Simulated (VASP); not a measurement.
# BaTiO3 (R3m) in VASP: notebook

The runs below take BaTiO3 through single point, with PBE+U.

Everything below comes from runs of VASP 6.6.1. Logs are shortened: lines on timing, memory, paths and dates and some standing lists are left out, and cuts for length are marked.

## Step 1: The cell of the first run

The typed cell holds 5 atoms: a = 3.926 Å, b = 3.926 Å, c = 3.926 Å, α = 90.00°, β = 90.00°, γ = 90.00°.

## Step 2: Single point, PBE+U (12.10 Å³/atom)

File INCAR:

```
PREC = Accurate ; ENCUT = 1340
EDIFF = 1E-6 ; ISMEAR = 0
SIGMA = 0.02 ; LREAL = False
LASPH = True ; NELM = 200
ALGO = Normal ; ISIF = 2
LWAVE = False ; LCHARG = False
LMAXMIX = 4 ; LDAU = True
LDAUTYPE = 2 ; LDAUL = -1 2 -1
LDAUU = 0 4 0 ; LDAUJ = 0 0 0
LDAUPRINT = 1 ; GGA = PE
NBANDS = 28 ; GGA_COMPAT = False
```

File KPOINTS:

```
regular mesh
0
Gamma
  6 6 6
```

File POSCAR:

```
BaTiO3
1.0
    2.7760051955      1.6027273469      2.2666466984
   -2.7760051955      1.6027273469      2.2666466984
    0.0000000000     -3.2054546938      2.2666466984
Ba Ti O
1 1 3
Direct
   -0.0042192847     -0.0042192847     -0.0042192847
    0.4958508896      0.4958508896      0.4958508896
    0.4956998825      0.4956998825      0.9956686301
    0.4956998825      0.9956686301      0.4956998825
    0.9956686301      0.4956998825      0.4956998825
```

Potentials or basis: VASP PAW PBE potentials, release 64 (Ba_sv, Ti_sv, O_h).

Run with:

```bash
cat potpaw_PBE.64/Ba_sv/POTCAR potpaw_PBE.64/Ti_sv/POTCAR potpaw_PBE.64/O_h/POTCAR > POTCAR
mpirun -np 1 vasp_std > vasp.out
```

OUTCAR:

```text
PREC = Accurate
   ENCUT = 1340
   EDIFF = 1E-6
   ISMEAR = 0
   LREAL = False
   LASPH = True
   NELM = 200
   ISIF = 2
   GGA = PE

 ion  position               nearest neighbor table
   1  0.996  0.996  0.996-   4 2.78   5 2.78   3 2.78   3 2.78   3 2.78   4 2.78   5 2.78   5 2.78
                             4 2.78   5 2.78   4 2.78   3 2.78   2 3.40   2 3.40   2 3.40   2 3.40
   2  0.496  0.496  0.496-   4 1.96   5 1.96   3 1.96   4 1.96   5 1.96   3 1.96   1 3.40   1 3.40
                             1 3.40   1 3.40   1 3.40   1 3.40   1 3.40   1 3.40
   3  0.496  0.496  0.996-   2 1.96   2 1.96   1 2.78   1 2.78   1 2.78   1 2.78
   4  0.496  0.996  0.496-   2 1.96   2 1.96   1 2.78   1 2.78   1 2.78   1 2.78
   5  0.996  0.496  0.496-   2 1.96   2 1.96   1 2.78   1 2.78   1 2.78   1 2.78

  LATTYP: Found a trigonal (rhomboedric) cell.
 ALAT       =     3.9258918795
 COS(alpha) =     0.0000141026

  Lattice vectors:

 A1 = (   2.7760051955,   1.6027273469,   2.2666466984)
 A2 = (  -2.7760051955,   1.6027273469,   2.2666466984)
 A3 = (   0.0000000000,  -3.2054546938,   2.2666466984)

Analysis of symmetry for initial positions (statically):
=====================================================================
 Subroutine PRICEL returns:
 Original cell was already a primitive cell.

 Routine SETGRP: Setting up the symmetry group for a
 trigonal (rhombohedral) supercell.

 Subroutine GETGRP returns: Found  6 space group operations
 (whereof  6 operations were pure point group operations)
 out of a pool of 12 trial point group operations.

The static configuration has the point symmetry C_3v.

Analysis of symmetry for dynamics (positions and initial velocities):
=====================================================================
 Subroutine PRICEL returns:
 Original cell was already a primitive cell.

 Routine SETGRP: Setting up the symmetry group for a
 trigonal (rhombohedral) supercell.

 Subroutine GETGRP returns: Found  6 space group operations
 (whereof  6 operations were pure point group operations)
 out of a pool of 12 trial point group operations.

[... 159 lines left out ...]

spin component  2

  0.1545  0.0000  0.0000  0.0677  0.0000
  0.0000  0.2024  0.0000  0.0000  0.0677
  0.0000  0.0000  0.1066 -0.0000  0.0000
  0.0677  0.0000 -0.0000  0.2024 -0.0000
  0.0000  0.0677  0.0000 -0.0000  0.1545

 occupancies and eigenvectors

  o =  0.1066  v =  0.0000 -0.0000 -1.0000  0.0000  0.0000  0.0000  0.0000  0.0000  0.0000  0.0000      0.0000  0.0000  0.0000  0.0000  0.0000  0.0000  0.0000  0.0000  0.0000  0.0000
  o =  0.1066  v =  0.0000  0.0000  0.0000  0.0000  0.0000  0.0000 -0.0000 -1.0000  0.0000  0.0000      0.0000  0.0000  0.0000  0.0000  0.0000  0.0000  0.0000  0.0000  0.0000  0.0000
  o =  0.1066  v =  0.0000  0.0000  0.0000  0.0000  0.0000 -0.8165  0.0000  0.0000  0.5773  0.0000      0.0000  0.0000  0.0000  0.0000  0.0000  0.0000  0.0000  0.0000  0.0000  0.0000
  o =  0.1066  v = -0.8165  0.0000  0.0000  0.5773  0.0000  0.0000  0.0000  0.0000  0.0000  0.0000      0.0000  0.0000  0.0000  0.0000  0.0000  0.0000  0.0000  0.0000  0.0000  0.0000
  o =  0.1066  v =  0.0000 -0.5773  0.0000 -0.0000  0.8165  0.0000  0.0000  0.0000  0.0000  0.0000      0.0000  0.0000  0.0000  0.0000  0.0000  0.0000  0.0000  0.0000  0.0000  0.0000
  o =  0.1066  v =  0.0000  0.0000  0.0000  0.0000  0.0000  0.0000 -0.5773  0.0000 -0.0000  0.8165      0.0000  0.0000  0.0000  0.0000  0.0000  0.0000  0.0000  0.0000  0.0000  0.0000
  o =  0.2503  v = -0.5773  0.0000 -0.0000 -0.8165 -0.0000  0.0000  0.0000  0.0000  0.0000  0.0000      0.0000  0.0000  0.0000  0.0000  0.0000  0.0000  0.0000  0.0000  0.0000  0.0000
  o =  0.2503  v =  0.0000  0.0000  0.0000  0.0000  0.0000 -0.5773  0.0000 -0.0000 -0.8165 -0.0000      0.0000  0.0000  0.0000  0.0000  0.0000  0.0000  0.0000  0.0000  0.0000  0.0000
  o =  0.2503  v =  0.0000 -0.8165 -0.0000 -0.0000 -0.5773  0.0000  0.0000  0.0000  0.0000  0.0000      0.0000  0.0000  0.0000  0.0000  0.0000  0.0000  0.0000  0.0000  0.0000  0.0000
  o =  0.2503  v =  0.0000  0.0000  0.0000  0.0000  0.0000  0.0000 -0.8165 -0.0000 -0.0000 -0.5773      0.0000  0.0000  0.0000  0.0000  0.0000  0.0000  0.0000  0.0000  0.0000  0.0000

 number of electron      39.9999996 magnetization

 Free energy of the ion-electron system (eV)
  ---------------------------------------------------
  ext. energy  EPLUGINS =         0.00000000
  ---------------------------------------------------
  free energy    TOTEN  =       -37.02545213 eV

  energy without entropy =      -37.02545213  energy(sigma->0) =      -37.02545213

 E-fermi :   4.9234     XC(G=0): -11.5786

 val. band max:        4.8087268489   @ k =   0.5000   0.5000   0.5000
 cond. band min:       7.1629715960   @ k =   0.0000   0.0000   0.0000
 fundamental gap:      2.3542447471
 Fermi energy:         4.9233610642

 k-point     1 :       0.0000    0.0000    0.0000
  band No.  band energies     occupation
      1     -52.6320      2.00000
      2     -28.8270      2.00000
      3     -28.8270      2.00000
      4     -28.8270      2.00000
      5     -19.8854      2.00000
      6     -12.2680      2.00000
[... 733 lines left out ...]
     27      13.2998      0.00000
     28      13.7677      0.00000

 [... further k-points ...]

------------------------ aborting loop because EDIFF is reached ----------------------------------------

  FORCE on cell =-STRESS in cart. coord.  units (eV):
  Direction    XX          YY          ZZ          XY          YZ          ZX
  --------------------------------------------------------------------------------------
  -------------------------------------------------------------------------------------
  Total        7.3018071      7.3018071      7.2996410      0.0000000      0.0000000      0.0000000
  in kB      193.3418775    193.3418775    193.2845225      0.0000000      0.0000000      0.0000000
  external PRESSURE =     193.3227591 kB  Pullay stress =       0.0000000 kB

 VOLUME and BASIS-vectors are now :
 -----------------------------------------------------------------------------
  energy-cutoff  :     1340.00
  volume of cell :       60.51
      direct lattice vectors                 reciprocal lattice vectors
     2.776005195  1.602727347  2.266646698     0.180114937  0.103989407  0.147060119
    -2.776005195  1.602727347  2.266646698    -0.180114937  0.103989407  0.147060119
     0.000000000 -3.205454694  2.266646698     0.000000000 -0.207978814  0.147060119

 POSITION                                       TOTAL-FORCE (eV/Angst)
 -----------------------------------------------------------------------------------
      0.00000      0.00000      6.77125         0.000000      0.000000     -0.001108
      0.00000      0.00000      3.37176         0.000000     -0.000000     -0.007192
      0.00000     -1.60263      4.50398         0.000000     -0.003308      0.002767
     -1.38792      0.80131      4.50398        -0.002864      0.001654      0.002767
      1.38792      0.80131      4.50398         0.002864      0.001654      0.002767
 -----------------------------------------------------------------------------------
    total drift:                               -0.000000     -0.000000      0.001873

  FREE ENERGIE OF THE ION-ELECTRON SYSTEM (eV)
  ---------------------------------------------------
  free  energy   TOTEN  =       -37.0254521343 eV

  energy  without entropy=      -37.0254521343  energy(sigma->0) =      -37.02545213
```

stdout:

```text
POSCAR found type information on POSCAR BaTiO
 POSCAR found :  3 types and       5 ions
 scaLAPACK will be used
 LDA part: xc-table for (Slater+PW92), standard interpolation
 POSCAR, INCAR and KPOINTS ok, starting setup
 FFT: planning ... GRIDC
 FFT: planning ... GRID_SOFT
 FFT: planning ... GRID
 WAVECAR not read
 entering main loop
```

Run time: 2.1 min. Hardware: 1 thread of Intel Xeon 6975P-C (Granite Rapids), shared host; peak memory 0.47 GiB.

Results:

```yaml
Free_energy: -37.0255 eV
Pressure: 19.3 GPa
Largest_force: 0.007 eV/Å
Band_gap_on_the_k_mesh: 2.35 eV (least direct gap 2.48 eV)
```

Forces on the atoms (eV/Å):
```
Ba   0.000  0.000 -0.001
Ti   0.000  0.000 -0.007
O    0.000 -0.003  0.003
O   -0.003  0.002  0.003
O    0.003  0.002  0.003
```

Levels at points of the mesh, in eV from the valence-band top:
```
           k point  band 17  band 18  band 19  band 20  band 21  band 22  band 23  band 24
(0.00, 0.00, 0.00)    -1.20    -0.13    -0.13    -0.13     2.35     2.35     2.35     4.33
(0.50, 0.00, 0.00)    -1.80    -1.80    -0.78    -0.78     2.57     4.24     4.24     4.35
(0.50, 0.50, 0.00)    -1.84    -0.85    -0.85    -0.10     4.26     4.26     4.71     5.23
(0.50, 0.50, 0.50)    -2.27     0.00     0.00     0.00     5.00     5.00     5.00     6.93
```

Eigenvalues of the final occupation matrices:
```tsv
site	spin	trace	eigenvalues
site 2 d	1	0.82	0.11 0.11 0.11 0.25 0.25
site 2 d	2	0.82	0.11 0.11 0.11 0.25 0.25
```

Caveat: the cell stands under pressure; spin-orbit coupling is left out, which moves the levels of the heavy elements.

## Step 3: Single point, PBE+U (13.03 Å³/atom)

This run uses another cell than the first one, of 13.03 Å³/atom.

File INCAR:

```
PREC     = Accurate       # precision mode
ENCUT    = 1340           # plane-wave cutoff, eV
EDIFF    = 1E-6           # SCF threshold, eV
ISMEAR   = 0              # smearing method
SIGMA    = 0.01           # smearing width, eV
LREAL    = F              # projectors in reciprocal space
LASPH    = T              # aspherical terms in the spheres
NELM     = 200            # most SCF steps
ALGO     = Normal         # electronic algorithm
ISIF     = 2              # what is computed and relaxed
LWAVE    = F              # write WAVECAR
LCHARG   = F              # write CHGCAR
LMAXMIX  = 4              # l up to which the mixer works
LDAU     = T              # DFT+U
LDAUTYPE = 2            
LDAUL    = -1 2 -1        # shell
LDAUU    = 0 4 0          # U, eV
LDAUJ    = 0 0 0        
LDAUPRINT= 1            
GGA      = PE             # functional
NBANDS   = 28             # bands
GGA_COMPAT= F
```

KPOINTS is that of step 2.

File POSCAR:

```
BaTiO3
1.0
    2.8430466580      1.6414337533      2.3272395548
   -2.8430466580      1.6414337533      2.3272395548
    0.0000000000     -3.2828675067      2.3272395547
Ba Ti O
1 1 3
Direct
    0.0008118419      0.0008118419      0.0008118419
    0.5089914974      0.5089914974      0.5089914974
    0.4914667624      0.4914667624      0.9859631359
    0.4914667624      0.9859631359      0.4914667624
    0.9859631359      0.4914667624      0.4914667624
```

Potentials or basis: VASP PAW PBE potentials, release 64 (Ba_sv, Ti_sv, O_h).

Run with:

```bash
cat potpaw_PBE.64/Ba_sv/POTCAR potpaw_PBE.64/Ti_sv/POTCAR potpaw_PBE.64/O_h/POTCAR > POTCAR
mpirun -np 1 vasp_std > vasp.out
```

Wall time 5.8 min (1 thread of AMD EPYC 7R43 (Zen 3), shared host); peak memory 0.44 GiB.

It converged, with:

- Free energy: -37.3260 eV
- Pressure: 5.6 GPa
- Largest force: 0.468 eV/Å
- Band gap on the k mesh: 2.49 eV (least direct gap 2.80 eV)

Forces on the atoms (eV/Å):
```
Ba   0.000  0.000 -0.033
Ti   0.000  0.000 -0.468
O    0.000 -0.227  0.167
O   -0.196  0.113  0.167
O    0.196  0.113  0.167
```

Stress tensor (GPa, compression positive):
```
5.68 0.00 0.00
0.00 5.68 0.00
0.00 0.00 5.42
```

Levels at points of the mesh, in eV from the valence-band top:
| k point | band 17 | band 18 | band 19 | band 20 | band 21 | band 22 | band 23 | band 24 |
| --- | --- | --- | --- | --- | --- | --- | --- | --- |
| (0.00, 0.00, 0.00) | -1.07 | -0.37 | -0.32 | -0.32 | 2.49 | 2.49 | 2.55 | 4.12 |
| (0.50, 0.00, 0.00) | -1.68 | -1.63 | -0.88 | -0.84 | 2.67 | 3.98 | 4.03 | 4.11 |
| (0.50, 0.50, 0.00) | -1.82 | -0.90 | -0.88 | -0.09 | 4.03 | 4.04 | 4.42 | 4.76 |
| (0.50, 0.50, 0.50) | -2.29 | -0.01 | -0.01 | 0.00 | 4.59 | 4.66 | 4.66 | 6.52 |

Eigenvalues of the final occupation matrices:
| site | spin | trace | eigenvalues |
| --- | --- | --- | --- |
| site 2 d | 1 | 0.80 | 0.11 0.11 0.11 0.24 0.24 |
| site 2 d | 2 | 0.80 | 0.11 0.11 0.11 0.24 0.24 |

Caveat: the cell stands under pressure; spin-orbit coupling is left out, which moves the levels of the heavy elements. A k mesh can miss the band edges.
